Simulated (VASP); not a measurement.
# NbC2 (P-1) in VASP: single point with PBE

Aim: the single point of NbC2 with PBE.

Everything below comes from runs of VASP 6.6.1. Logs are shortened: lines on timing, memory, paths and dates and some standing lists are left out, and cuts for length are marked.

## 1. The cell of the first run

The typed cell holds 12 atoms: a = 4.207 Å, b = 4.122 Å, c = 10.689 Å, α = 84.71°, β = 103.62°, γ = 134.38°.

## 2. Single point, PBE

INCAR

```
ALGO     = Normal         # electronic algorithm
EDIFF    = 1E-6           # SCF threshold, eV
ENCUT    = 520            # plane-wave cutoff, eV
GGA      = PE             # functional
ISIF     = 2              # what is computed and relaxed
ISMEAR   = 0              # smearing method
LASPH    = T              # aspherical terms in the spheres
LCHARG   = F              # write CHGCAR
LREAL    = F              # projectors in reciprocal space
LWAVE    = F              # write WAVECAR
NBANDS   = 54             # bands
NELM     = 100            # most SCF steps
PREC     = Accurate       # precision mode
SIGMA    = 0.2            # smearing width, eV
```

KPOINTS

```
k-points
0
Gamma
  6 6 2
```

POSCAR

```
NbC2
1.0
    4.1509904837     -0.5007980836     -0.4619594132
   -2.5116628892      3.2655621502      0.1473173211
   -1.4098123708     -0.3183209663     10.5905281866
Nb C
4 8
Direct
    0.3695182621      0.8048293121      0.1457729631
    0.1058183833      0.3842631004      0.6340319299
    0.8941852420      0.6157446327      0.3659691431
    0.6304675135      0.1951552057      0.8542293015
    0.5696468286      0.8902327544      0.3654942945
    0.2983344760      0.4747007251      0.8284933019
    0.6169748831      0.4360383952      0.0387675260
    0.4604437479      0.2966366387      0.5119803171
    0.5395586309      0.7033723700      0.4880192056
    0.3830464899      0.5639751241      0.9612318222
    0.7016540140      0.5252848193      0.1715061485
    0.4303515289      0.1097669225      0.6345040467
```

Potentials or basis: VASP PAW PBE potentials, release 64 (Nb_sv, C).

Started as:

```sh
> cat potpaw_PBE.64/Nb_sv/POTCAR potpaw_PBE.64/C/POTCAR > POTCAR
> mpirun -np 1 vasp_std > vasp.out
```

OUTCAR:

```text
EDIFF = 1E-6
   ENCUT = 520
   GGA = PE
   ISIF = 2
   ISMEAR = 0
   LASPH = T
   LREAL = F
   NELM = 100
   PREC = Accurate

 ion  position               nearest neighbor table
   1  0.370  0.805  0.146-  11 2.24  11 2.25   5 2.27  11 2.32  10 2.32   7 2.32   7 2.35
   2  0.106  0.384  0.634-   6 2.01  12 2.20  12 2.26   9 2.26  12 2.30   9 2.39   8 2.41   8 2.50

   3  0.894  0.616  0.366-  11 2.01   5 2.20   5 2.26   8 2.26   5 2.30   8 2.39   9 2.41   9 2.50

   4  0.630  0.195  0.854-   6 2.24   6 2.25  12 2.27   6 2.32   7 2.32  10 2.32  10 2.35
   5  0.570  0.890  0.365-   9 1.44   3 2.20   3 2.26   1 2.27   3 2.30
   6  0.298  0.475  0.828-  10 1.40   2 2.01   4 2.24   4 2.25   4 2.32
   7  0.617  0.436  0.039-  11 1.40  10 1.48   4 2.32   1 2.32   1 2.35
   8  0.460  0.297  0.512-  12 1.44   9 1.47   3 2.26   3 2.39   2 2.41   2 2.50
   9  0.540  0.703  0.488-   5 1.44   8 1.47   2 2.26   2 2.39   3 2.41   3 2.50
  10  0.383  0.564  0.961-   6 1.40   7 1.48   1 2.32   4 2.32   4 2.35
  11  0.702  0.525  0.172-   7 1.40   3 2.01   1 2.24   1 2.25   1 2.32
  12  0.430  0.110  0.635-   8 1.44   2 2.20   2 2.26   4 2.27   2 2.30

  LATTYP: Found a triclinic cell.
 ALAT       =     3.2295998130
 B/A-ratio  =     1.3024938430
 C/A-ratio  =     3.5287032048
 COS(alpha) =     0.0113914909
 COS(beta)  =     0.3895391395
 COS(gamma) =     0.4096742068

  Lattice vectors:

 A1 = (  -1.6393275945,  -2.7647640666,   0.3146420921)
 A2 = (  -4.1509904837,   0.5007980836,   0.4619594132)
 A3 = (  -1.8688428182,  -5.2112071669,  -9.9612440024)

Analysis of symmetry for initial positions (statically):
=====================================================================
 Subroutine PRICEL returns:
 Original cell was already a primitive cell.

 Routine SETGRP: Setting up the symmetry group for a
 triclinic supercell.

 Subroutine GETGRP returns: Found  1 space group operations
 (whereof  1 operations were pure point group operations)
 out of a pool of  2 trial point group operations.

The static configuration has the point symmetry C_1 .

Analysis of symmetry for dynamics (positions and initial velocities):
=====================================================================
 Subroutine PRICEL returns:
 Original cell was already a primitive cell.

 Routine SETGRP: Setting up the symmetry group for a
 triclinic supercell.

 Subroutine GETGRP returns: Found  1 space group operations
 (whereof  1 operations were pure point group operations)
 out of a pool of  2 trial point group operations.

The dynamic configuration has the point symmetry C_1 .

 Subroutine INISYM returns: Found  1 space group operations
 (whereof  1 operations are pure point group operations),
 and found     1 'primitive' translations

----------------------------------------------------------------------------------------

                                     Primitive cell

  volume of cell :     128.0394

  direct lattice vectors                    reciprocal lattice vectors
     4.150990484 -0.500798084 -0.461959413     0.270470897  0.206125254  0.042200653
    -2.511662889  3.265562150  0.147317321     0.042571029  0.338254609  0.015834026
    -1.409812371 -0.318320966 10.590528187     0.011205780  0.004285975  0.096044536

  length of vectors
     4.206533872  4.122383900 10.688694328     0.342670428  0.341290477  0.096790970

  position of ions in fractional coordinates (direct lattice)
     0.369518262  0.804829312  0.145772963
     0.105818383  0.384263100  0.634031930
     0.894185242  0.615744633  0.365969143
     0.630467514  0.195155206  0.854229301
     0.569646829  0.890232754  0.365494295
     0.298334476  0.474700725  0.828493302
     0.616974883  0.436038395  0.038767526
     0.460443748  0.296636639  0.511980317
     0.539558631  0.703372370  0.488019206
     0.383046490  0.563975124  0.961231822
     0.701654014  0.525284819  0.171506149
     0.430351529  0.109766923  0.634504047

  ion indices of the primitive-cell ions
   primitive index   ion index
                 1           1
                 2           2
                 3           3
                 4           4
                 5           5
                 6           6
                 7           7
                 8           8
                 9           9
                10          10
                11          11
                12          12

----------------------------------------------------------------------------------------

 KPOINTS: k-points

Automatic generation of k-mesh.
 Grid dimensions read from file:
 generate k-points for:    6    6    2

 Generating k-lattice:

  Cartesian coordinates                     Fractional coordinates (reciprocal lattice)
     0.045078483  0.034354209  0.007033442     0.166666667 -0.000000000 -0.000000000
     0.007095172  0.056375768  0.002639004    -0.000000000  0.166666667 -0.000000000
     0.005602890  0.002142987  0.048022268     0.000000000 -0.000000000  0.500000000

  Length of vectors
     0.057111738  0.056881746  0.048395485

  Shift w.r.t. Gamma in fractional coordinates (k-lattice)
     0.000000000  0.000000000  0.000000000

 Subroutine IBZKPT returns following result:
 ===========================================

 Found     40 irreducible k-points:

 Following reciprocal coordinates:
            Coordinates               Weight
  0.000000  0.000000  0.000000      1.000000
  0.166667 -0.000000 -0.000000      2.000000
  0.333333 -0.000000 -0.000000      2.000000
  0.500000  0.000000 -0.000000      1.000000
  0.000000  0.166667 -0.000000      2.000000
  0.166667  0.166667 -0.000000      2.000000
[... 16 lines left out ...]
  0.333333 -0.000000  0.500000      2.000000
  0.500000 -0.000000  0.500000      1.000000
 [... further k-points ...]
   k-points           NKPTS =     40   k-points in BZ     NKDIM =     40   number of bands    NBANDS=     54
   number of dos      NEDOS =    301   number of ions     NIONS =     12
   total plane-waves  NPLWV =  81920
   dimension x,y,z NGX =    32 NGY =   32 NGZ =   80
   dimension x,y,z NGXF=    64 NGYF=   64 NGZF=  160
   ions per type =               4   8
   NGX,Y,Z   is equivalent  to a cutoff of  12.65, 12.90, 12.44 a.u.
   NGXF,Y,Z  is equivalent  to a cutoff of  25.29, 25.81, 24.89 a.u.
 SYSTEM =  unknown system
   PREC   = accura    normal or accurate (medium, high low for compatibility)
   ISTART =      0    job   : 0-new  1-cont  2-samecut
   ICHARG =      2    charge: 1-file 2-atom 10-const
   ISPIN  =      1    spin polarized calculation?
   LNONCOLLINEAR =      F non collinear calculations
   LSORBIT =      F    spin-orbit coupling
   LASPH  =      T    aspherical Exc in radial PAW
   ENCUT  =  520.0 eV  38.22 Ry    6.18 a.u.   7.82  7.66 19.87*2*pi/ulx,y,z
   NELM   =    100;   NELMIN=  2; NELMDL= -5     # of ELM steps
   EDIFF  = 0.1E-05   stopping-criterion for ELM
   LREAL  =      F    real-space projection
   EDIFFG = 0.1E-04   stopping-criterion for IOM
   NSW    =      0    number of steps for IOM
   IBRION =     -1    ionic relax: 0-MD 1-quasi-New 2-CG
   NFREE  =      0    steps in history (QN), initial steepest desc. (CG)
   ISIF   =      2    stress and relaxation
   ISYM   =      2    0-nonsym 1-usesym 2-fastsym
   POTIM  = 0.5000    time-step for ionic-motion
   TEBEG  =    0.0;   TEEND  =   0.0 temperature during run
   PSTRESS=    0.0 pullay stress
   NELECT =      84.0000    total number of electrons
   NUPDOWN=      -1.0000    fix difference up-down
   EMIN   =  10.00;   EMAX   =-10.00  energy-range for DOS
   EFERMI =   0.00;   METHOD = LEGACY
   ISMEAR =     0;   SIGMA  =   0.20  broadening in eV -4-tet -1-fermi 0-gaus
   EFERMI_NEDOS =   21; number of points for ismear=-14 and -15
   IALGO  =     38    algorithm
   IMIX   =      4    mixing-type and parameters
     AMIX     =   0.40;   BMIX     =  1.00
     AMIX_MAG =   1.60;   BMIX_MAG =  1.00
  volume/ion in A,a.u.               =      10.67        72.00
  Fermi-wavevector in a.u.,A,eV,Ry     =   1.422504  2.688142 27.531619  2.023517
  Thomas-Fermi vector in A             =   2.543201
   LORBIT       =      0    0 simple, 1 ext, 2 COOP (PROOUT), +10 PAW based schemes
   GGA     = PE    functional components
   LHFCALC =     F    Hartree Fock is set to
   AEXX    =    0.0000 exact exchange contribution
   IVDW    =     0    specifies the selected vdW correction
   LEPSILON=     F    determine dielectric tensor
   LRPA    =     F    only Hartree local field effects (RPA)
 non-spin polarized calculation
 Gauss-broadening in eV      SIGMA  =   0.20
  energy-cutoff  :      520.00
  volume of cell :      128.04
 maximum number of plane-waves:      3480
   NGX = 15   NGY = 15   NGZ = 39

 number of electron      84.0000005 magnetization

 Free energy of the ion-electron system (eV)
  ---------------------------------------------------
  ext. energy  EPLUGINS =         0.00000000
  ---------------------------------------------------
  free energy    TOTEN  =      -111.50115426 eV

  energy without entropy =     -111.42225514  energy(sigma->0) =     -111.46170470

 E-fermi :   9.9587     XC(G=0): -12.2385

 val. band max:        9.9523122927   @ k =  -0.1667   0.3333   0.0000
 cond. band min:       9.9610409771   @ k =   0.5000  -0.0000   0.5000
 fundamental gap:      0.0087286845
 Fermi energy:         9.9586800900

 k-point     1 :       0.0000    0.0000    0.0000
  band No.  band energies     occupation
      1     -45.5794      2.00000
      2     -45.5578      2.00000
      3     -45.5278      2.00000
      4     -45.5100      2.00000
      5     -21.9740      2.00000
      6     -21.8640      2.00000
[... 46 lines left out ...]
     53      13.5862      0.00000
     54      14.0454      0.00000

 k-point     2 :       0.1667   -0.0000   -0.0000
  band No.  band energies     occupation
      1     -45.5691      2.00000
      2     -45.5491      2.00000
      3     -45.5221      2.00000
      4     -45.5071      2.00000
      5     -21.9509      2.00000
      6     -21.8647      2.00000
[... 46 lines left out ...]
     53      13.9046      0.00000
     54      14.2193      0.00000

 k-point     3 :       0.3333   -0.0000   -0.0000
  band No.  band energies     occupation
      1     -45.5475      2.00000
      2     -45.5293      2.00000
      3     -45.5113      2.00000
      4     -45.5038      2.00000
      5     -21.9414      2.00000
      6     -21.9197      2.00000
[... 46 lines left out ...]
     53      14.2318      0.00000
     54      14.4208      0.00000
[... 1084 lines left out ...]
 k-point    23 :       0.3333   -0.0000    0.5000
  band No.  band energies     occupation
      1     -45.5476      2.00000
      2     -45.5291      2.00000
      3     -45.5116      2.00000
      4     -45.5036      2.00000
      5     -21.9514      2.00000
      6     -21.9023      2.00000
[... 46 lines left out ...]
     53      14.3979      0.00000
     54      14.5744      0.00000

 k-point    24 :       0.5000   -0.0000    0.5000
  band No.  band energies     occupation
      1     -45.5362      2.00000
      2     -45.5139      2.00000
      3     -45.5081      2.00000
      4     -45.5060      2.00000
      5     -21.9828      2.00000
      6     -21.9660      2.00000
[... 46 lines left out ...]
     53      14.0249      0.00000
     54      14.2040      0.00000

 [... further k-points ...]
[... 5 lines left out ...]
  --------------------------------------------------------------------------------------
  -------------------------------------------------------------------------------------
  Total       -0.2332441     -0.1695546      0.0695445     -0.1198810     -0.1214021      0.0345476
  in kB       -2.9186215     -2.1216644      0.8702215     -1.5000907     -1.5191239      0.4323001
  external PRESSURE =      -1.3900215 kB  Pullay stress =       0.0000000 kB

 VOLUME and BASIS-vectors are now :
 -----------------------------------------------------------------------------
  energy-cutoff  :      520.00
  volume of cell :      128.04
      direct lattice vectors                 reciprocal lattice vectors
     4.150990484 -0.500798084 -0.461959413     0.270470897  0.206125254  0.042200653
    -2.511662889  3.265562150  0.147317321     0.042571029  0.338254609  0.015834026
    -1.409812371 -0.318320966 10.590528187     0.011205780  0.004285975  0.096044536

 POSITION                                       TOTAL-FORCE (eV/Angst)
 -----------------------------------------------------------------------------------
     -0.69311      2.39676      1.49168         0.020869      0.015673      0.004134
     -1.41975      1.00002      6.72246        -0.002831      0.002809      0.000240
      1.64926      1.44645      3.55344         0.002780     -0.003106     -0.000966
      0.92260      0.04964      8.78424        -0.020362     -0.015135     -0.004452
     -0.38664      2.50549      3.73877        -0.022285      0.033845     -0.038376
     -1.12192      1.13703      8.70629        -0.004055     -0.010205     -0.090248
      1.41122      1.10259      0.18979         0.028281     -0.010991     -0.057852
      0.44445      0.57512      5.25314         0.025956     -0.012512     -0.021947
     -0.21495      1.87135      5.02275        -0.025887      0.012299      0.022196
     -1.18165      1.34389     10.08608        -0.028528      0.010626      0.058207
      1.35143      1.30937      1.56959         0.004089      0.010262      0.090862
      0.61616     -0.05904      6.53710         0.021973     -0.033565      0.038204
 -----------------------------------------------------------------------------------
    total drift:                                0.000054     -0.000086     -0.000157

  FREE ENERGIE OF THE ION-ELECTRON SYSTEM (eV)
  ---------------------------------------------------
  free  energy   TOTEN  =      -111.5011542564 eV

  energy  without entropy=     -111.4222551387  energy(sigma->0) =     -111.46170470
```

Run time: 11 min. Hardware: 1 thread of Intel Xeon 8259CL, shared host; peak memory 0.38 GiB.

What came out:

* Free energy: -111.5012 eV
* Pressure: -0.1 GPa
* Largest force: 0.092 eV/Å
* Band gap on the k mesh: zero (bands 42 and 43 overlap by 1.15 eV)

Forces on the atoms (eV/Å):
```
Nb   0.021  0.016  0.004
Nb  -0.003  0.003  0.000
Nb   0.003 -0.003 -0.001
Nb  -0.020 -0.015 -0.004
C   -0.022  0.034 -0.038
C   -0.004 -0.010 -0.090
C    0.028 -0.011 -0.058
C    0.026 -0.013 -0.022
C   -0.026  0.012  0.022
C   -0.029  0.011  0.058
C    0.004  0.010  0.091
C    0.022 -0.034  0.038
```

Stress tensor (GPa, compression positive):
```
-0.29 -0.15  0.04
-0.15 -0.21 -0.15
 0.04 -0.15  0.09
```

Levels at points of the mesh, in eV from the Fermi level:
```csv
k point,band 38,band 39,band 40,band 41,band 42,band 43,band 44,band 45,band 46,band 47
"(0.00, 0.00, 0.00)",-2.68,-1.42,-0.71,-0.53,-0.27,0.15,0.39,1.82,2.16,2.32
"(0.50, 0.00, 0.00)",-3.00,-1.51,-1.31,-0.83,0.54,0.90,1.23,1.59,1.84,2.27
"(0.00, 0.50, 0.00)",-2.36,-1.94,-1.01,-0.78,-0.11,0.70,1.32,1.78,1.94,1.94
"(0.50, 0.50, 0.00)",-1.97,-1.17,-1.13,-1.03,-0.88,-0.61,0.21,0.48,1.33,1.84
"(0.00, 0.00, 0.50)",-2.41,-1.54,-0.72,-0.67,-0.11,0.07,0.47,1.22,1.90,2.32
"(0.50, 0.00, 0.50)",-2.75,-1.74,-1.40,-0.26,0.00,1.02,1.43,1.53,1.90,2.12
"(0.00, 0.50, 0.50)",-2.45,-1.82,-1.40,-0.68,-0.40,1.06,1.27,1.62,1.82,2.48
"(0.50, 0.50, 0.50)",-1.84,-1.83,-1.03,-0.97,-0.87,0.01,0.14,0.48,1.05,2.03
```
